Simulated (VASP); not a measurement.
# TaN (P-6m2) in VASP: relaxation of shape and atoms at fixed volume with PBE

Aim: the relaxation of shape and atoms at fixed volume of TaN with PBE.

All numbers are computed with VASP 6.6.1; they aren't measurements. Logs are shortened: lines on timing, memory, paths and dates and some standing lists are left out, and cuts for length are marked.

## Step 1: The cell of the first run

The structure is hexagonal, space group P-6m2 (No. 187). Conventional cell: a = 3.049 Å, b = 3.049 Å, c = 2.984 Å, α = 90.00°, β = 90.00°, γ = 120.00°. Ta (site symmetry -6m2) has 6 N at 2.31 Å and 2 Ta at 2.98 Å within 3.0 Å. N (site symmetry -6m2) has 6 Ta at 2.31 Å and 2 N at 2.98 Å within 3.0 Å.

## Step 2: Relaxation of shape and atoms at fixed volume, PBE (volume scaled by 1.10)

File INCAR:

```
PREC = Accurate
ENCUT = 600
EDIFF = 1E-7
ISMEAR = 0
SIGMA = 0.1
LREAL = False
LASPH = True
NELM = 60
ALGO = Normal
ISIF = 4
LWAVE = False
LCHARG = False
GGA = PE
IBRION = 2
NSW = 50
EDIFFG = -0.01
```

File KPOINTS:

```
Automatic mesh
0
Gamma
  18 18 14
```

File POSCAR:

```
TaN
1.0
    3.0489326927      0.0000000000      0.0000000000
   -1.5244663464      2.6404531663      0.0000000000
    0.0000000000      0.0000000000      2.9844174429
Ta N
1 1
Direct
    0.3333333333      0.6666666667      0.5000000000
    0.0000000000      0.0000000000      0.0000000000
```

Potentials or basis: VASP PAW PBE potentials, release 64 (Ta_pv, N).

On the command line:

```
$ cat potpaw_PBE.64/Ta_pv/POTCAR potpaw_PBE.64/N/POTCAR > POTCAR
$ mpirun -np 1 vasp_std > vasp.out
```

OUTCAR:

```text
PREC = Accurate
   ENCUT = 600
   EDIFF = 1E-7
   ISMEAR = 0
   LREAL = False
   LASPH = True
   NELM = 60
   ISIF = 4
   GGA = PE
   IBRION = 2
   NSW = 50
   EDIFFG = -0.01

 ion  position               nearest neighbor table
   1  0.333  0.667  0.500-   2 2.31   2 2.31   2 2.31   2 2.31   2 2.31   2 2.31
   2  0.000  0.000  0.000-   1 2.31   1 2.31   1 2.31   1 2.31   1 2.31   1 2.31

  LATTYP: Found a hexagonal cell.
 ALAT       =     3.0489326927
 C/A-ratio  =     0.9788400544

  Lattice vectors:

 A1 = (   3.0489326927,   0.0000000000,   0.0000000000)
 A2 = (  -1.5244663464,   2.6404531663,   0.0000000000)
 A3 = (   0.0000000000,   0.0000000000,   2.9844174429)

Analysis of symmetry for initial positions (statically):
=====================================================================
 Subroutine PRICEL returns:
 Original cell was already a primitive cell.

 Routine SETGRP: Setting up the symmetry group for a
 hexagonal supercell.

 Subroutine GETGRP returns: Found 12 space group operations
 (whereof 12 operations were pure point group operations)
 out of a pool of 24 trial point group operations.

The static configuration has the point symmetry D_3h.

Analysis of symmetry for dynamics (positions and initial velocities):
=====================================================================
 Subroutine PRICEL returns:
 Original cell was already a primitive cell.

 Routine SETGRP: Setting up the symmetry group for a
 hexagonal supercell.

 Subroutine GETGRP returns: Found 12 space group operations
 (whereof 12 operations were pure point group operations)
 out of a pool of 24 trial point group operations.

The dynamic configuration has the point symmetry D_3h.

 Subroutine INISYM returns: Found 12 space group operations
 (whereof 12 operations are pure point group operations),
 and found     1 'primitive' translations

----------------------------------------------------------------------------------------

                                     Primitive cell

  volume of cell :      24.0262

  direct lattice vectors                    reciprocal lattice vectors
     3.048932693  0.000000000  0.000000000     0.327983626  0.189361435  0.000000000
    -1.524466346  2.640453166  0.000000000     0.000000000  0.378722870  0.000000000
     0.000000000  0.000000000  2.984417443     0.000000000  0.000000000  0.335073769

  length of vectors
     3.048932693  3.048932693  2.984417443     0.378722870  0.378722870  0.335073769

  position of ions in fractional coordinates (direct lattice)
     0.333333333  0.666666667  0.500000000
     0.000000000  0.000000000  0.000000000

  ion indices of the primitive-cell ions
   primitive index   ion index
                 1           1
                 2           2

----------------------------------------------------------------------------------------

 KPOINTS: Automatic mesh

Automatic generation of k-mesh.
 Grid dimensions read from file:
 generate k-points for:   18   18   14

 Generating k-lattice:

  Cartesian coordinates                     Fractional coordinates (reciprocal lattice)
     0.018221313  0.010520080  0.000000000     0.055555556  0.000000000  0.000000000
     0.000000000  0.021040159  0.000000000     0.000000000  0.055555556  0.000000000
     0.000000000  0.000000000  0.023933841     0.000000000  0.000000000  0.071428571

  Length of vectors
     0.021040159  0.021040159  0.023933841

  Shift w.r.t. Gamma in fractional coordinates (k-lattice)
     0.000000000  0.000000000  0.000000000

 Subroutine IBZKPT returns following result:
 ===========================================

 Found    296 irreducible k-points:

 Following reciprocal coordinates:
            Coordinates               Weight
  0.000000  0.000000  0.000000      1.000000
  0.055556 -0.000000  0.000000      6.000000
  0.111111 -0.000000  0.000000      6.000000
  0.166667 -0.000000  0.000000      6.000000
  0.222222 -0.000000  0.000000      6.000000
  0.277778 -0.000000  0.000000      6.000000
[... 16 lines left out ...]
  0.333333  0.111111  0.000000     12.000000
  0.388889  0.111111  0.000000     12.000000
 [... further k-points ...]
   k-points           NKPTS =    296   k-points in BZ     NKDIM =    296   number of bands    NBANDS=     12
   number of dos      NEDOS =    301   number of ions     NIONS =      2
   total plane-waves  NPLWV =  13824
   dimension x,y,z NGX =    24 NGY =   24 NGZ =   24
   dimension x,y,z NGXF=    48 NGYF=   48 NGZF=   48
   ions per type =               1   1
   NGX,Y,Z   is equivalent  to a cutoff of  13.09, 13.09, 13.37 a.u.
   NGXF,Y,Z  is equivalent  to a cutoff of  26.17, 26.17, 26.74 a.u.
 SYSTEM =  unknown system
   PREC   = accura    normal or accurate (medium, high low for compatibility)
   ISTART =      0    job   : 0-new  1-cont  2-samecut
   ICHARG =      2    charge: 1-file 2-atom 10-const
   ISPIN  =      1    spin polarized calculation?
   LNONCOLLINEAR =      F non collinear calculations
   LSORBIT =      F    spin-orbit coupling
   LASPH  =      T    aspherical Exc in radial PAW
   ENCUT  =  600.0 eV  44.10 Ry    6.64 a.u.   6.09  6.09  5.96*2*pi/ulx,y,z
   NELM   =     60;   NELMIN=  2; NELMDL= -5     # of ELM steps
   EDIFF  = 0.1E-06   stopping-criterion for ELM
   LREAL  =      F    real-space projection
   EDIFFG = -.1E-01   stopping-criterion for IOM
   NSW    =     50    number of steps for IOM
   IBRION =      2    ionic relax: 0-MD 1-quasi-New 2-CG
   NFREE  =      1    steps in history (QN), initial steepest desc. (CG)
   ISIF   =      4    stress and relaxation
   ISYM   =      2    0-nonsym 1-usesym 2-fastsym
   POTIM  = 0.5000    time-step for ionic-motion
   TEBEG  =    0.0;   TEEND  =   0.0 temperature during run
   PSTRESS=    0.0 pullay stress
   NELECT =      16.0000    total number of electrons
   NUPDOWN=      -1.0000    fix difference up-down
   EMIN   =  10.00;   EMAX   =-10.00  energy-range for DOS
   EFERMI =   0.00;   METHOD = LEGACY
   ISMEAR =     0;   SIGMA  =   0.10  broadening in eV -4-tet -1-fermi 0-gaus
   EFERMI_NEDOS =   21; number of points for ismear=-14 and -15
   IALGO  =     38    algorithm
   IMIX   =      4    mixing-type and parameters
     AMIX     =   0.40;   BMIX     =  1.00
     AMIX_MAG =   1.60;   BMIX_MAG =  1.00
  volume/ion in A,a.u.               =      12.01        81.07
  Fermi-wavevector in a.u.,A,eV,Ry     =   1.429616  2.701583 27.807630  2.043803
  Thomas-Fermi vector in A             =   2.549551
   LORBIT       =      0    0 simple, 1 ext, 2 COOP (PROOUT), +10 PAW based schemes
   GGA     = PE    functional components
   LHFCALC =     F    Hartree Fock is set to
   AEXX    =    0.0000 exact exchange contribution
   IVDW    =     0    specifies the selected vdW correction
   LEPSILON=     F    determine dielectric tensor
   LRPA    =     F    only Hartree local field effects (RPA)
 conjugate gradient relaxation of ions
 non-spin polarized calculation
 Gauss-broadening in eV      SIGMA  =   0.10
  energy-cutoff  :      600.00
  volume of cell :       24.03
 maximum number of plane-waves:       831
   NGX = 13   NGY = 13   NGZ = 11

--------------------------------------- Ionic step        1  -------------------------------------------

 number of electron      16.0000001 magnetization

 Free energy of the ion-electron system (eV)
  ---------------------------------------------------
  ext. energy  EPLUGINS =         0.00000000
  ---------------------------------------------------
  free energy    TOTEN  =       -22.26329826 eV

  energy without entropy =      -22.26301006  energy(sigma->0) =      -22.26315416

------------------------ aborting loop because EDIFF is reached ----------------------------------------

  FORCE on cell =-STRESS in cart. coord.  units (eV):
  Direction    XX          YY          ZZ          XY          YZ          ZX
  --------------------------------------------------------------------------------------
  -------------------------------------------------------------------------------------
  Total       -3.8208809     -3.8208809     -3.9755003      0.0000000     -0.0000000      0.0000000
  in kB     -254.7934214   -254.7934214   -265.1041293      0.0000000     -0.0000000      0.0000000
  external PRESSURE =    -258.2303240 kB  Pullay stress =       0.0000000 kB
[... 57 lines left out ...]
  energy  without entropy=      -22.2630353288  energy(sigma->0) =      -22.26318200

--------------------------------------- Ionic step        3  -------------------------------------------

 number of electron      16.0000001 magnetization

 Free energy of the ion-electron system (eV)
  ---------------------------------------------------
  ext. energy  EPLUGINS =         0.00000000
  ---------------------------------------------------
  free energy    TOTEN  =       -22.26340273 eV

  energy without entropy =      -22.26311187  energy(sigma->0) =      -22.26325730

 E-fermi :   7.1501     XC(G=0): -12.7571

 val. band max:        7.1204388485   @ k =   0.0000   0.0000   0.4286
 cond. band min:       7.1803293668   @ k =   0.0556  -0.0000   0.5000
 fundamental gap:      0.0598905183
 Fermi energy:         7.1500734062

 k-point     1 :       0.0000    0.0000    0.0000
  band No.  band energies     occupation
      1     -28.0052      2.00000
      2     -27.7990      2.00000
      3     -27.7990      2.00000
      4      -9.8184      2.00000
      5       3.0189      2.00000
      6       3.0189      2.00000
      7       3.4227      2.00000
      8       4.4081      2.00000
      9       8.5407      0.00000
     10      10.2801      0.00000
     11      10.2801      0.00000
     12      10.5678      0.00000
[... 331 lines left out ...]
 k-point    24 :       0.3889    0.1111    0.0000
  band No.  band energies     occupation
      1     -28.4424      2.00000
      2     -28.0027      2.00000
      3     -27.9144      2.00000
      4      -7.9271      2.00000
      5      -0.3227      2.00000
      6       2.5704      2.00000
      7       3.2366      2.00000
      8       5.1020      2.00000
      9       9.2041      0.00000
     10       9.7533      0.00000
     11      10.9920      0.00000
     12      12.4300      0.00000

 [... further k-points ...]
[... 5 lines left out ...]
  --------------------------------------------------------------------------------------
  -------------------------------------------------------------------------------------
  Total       -3.8664304     -3.8664304     -3.8647724      0.0000000      0.0000000     -0.0000000
  in kB     -257.8308637   -257.8308637   -257.7203003      0.0000000      0.0000000     -0.0000000
  external PRESSURE =    -257.7940092 kB  Pullay stress =       0.0000000 kB
[... 17 lines left out ...]
  FREE ENERGIE OF THE ION-ELECTRON SYSTEM (eV)
  ---------------------------------------------------
  free  energy   TOTEN  =       -22.2634027267 eV

  energy  without entropy=      -22.2631118652  energy(sigma->0) =      -22.26325730

 reached required accuracy - stopping structural energy minimisation
```

Run time: 84 s. Hardware: 1 thread of Intel Xeon Platinum 8259CL at 2.50GHz (Skylake/Cascade Lake), shared host; peak memory 0.24 GiB.

What came out:

```
Free energy               : -22.2634 eV
Energy gained by relaxing : 0.1 meV/atom
Ionic steps               : 3
Pressure after relaxing   : -25.8 GPa
Band gap on the k mesh    : zero (band 8 reaches 7.37 eV, above the bottom of band 9 at 7.09 eV)
```

The path:
| step | energy change (eV) | largest force (eV/Å) | pressure (GPa) | volume (Å³) |
| --- | --- | --- | --- | --- |
| 1 | 0.0000 | 0.0000 | -25.82 | 24.03 |
| 2 | 0.0000 | 0.0000 | -25.74 | 24.03 |
| 3 | -0.0001 | 0.0000 | -25.78 | 24.03 |

Final structure:
```
Ta N
1.0
     3.05099    0.00000    0.00000
    -1.52550    2.64224    0.00000
     0.00000    0.00000    2.98039
Ta N
1 1
Direct
  0.33333 0.66667 0.50000
  0.00000 0.00000 0.00000
```

Levels at points of the mesh, in eV from the Fermi level:
| k point | band 5 | band 6 | band 7 | band 8 | band 9 | band 10 | band 11 | band 12 |
| --- | --- | --- | --- | --- | --- | --- | --- | --- |
| (0.00, 0.00, 0.00) | -4.13 | -4.13 | -3.73 | -2.74 | 1.39 | 3.13 | 3.13 | 3.42 |
| (0.50, 0.00, 0.00) | -7.67 | -4.63 | -3.05 | -2.99 | 2.61 | 3.37 | 4.51 | 4.63 |
| (0.00, 0.00, 0.50) | -8.67 | -3.41 | -3.41 | -0.06 | -0.06 | 2.15 | 2.98 | 2.98 |
| (0.50, 0.00, 0.50) | -6.71 | -5.73 | -5.11 | -0.51 | 3.43 | 4.53 | 5.14 | 6.11 |

Caveat: the cell differs from its parent crystal (volume scaled by 1.10); spin-orbit coupling is left out, which moves the levels of the heavy elements.
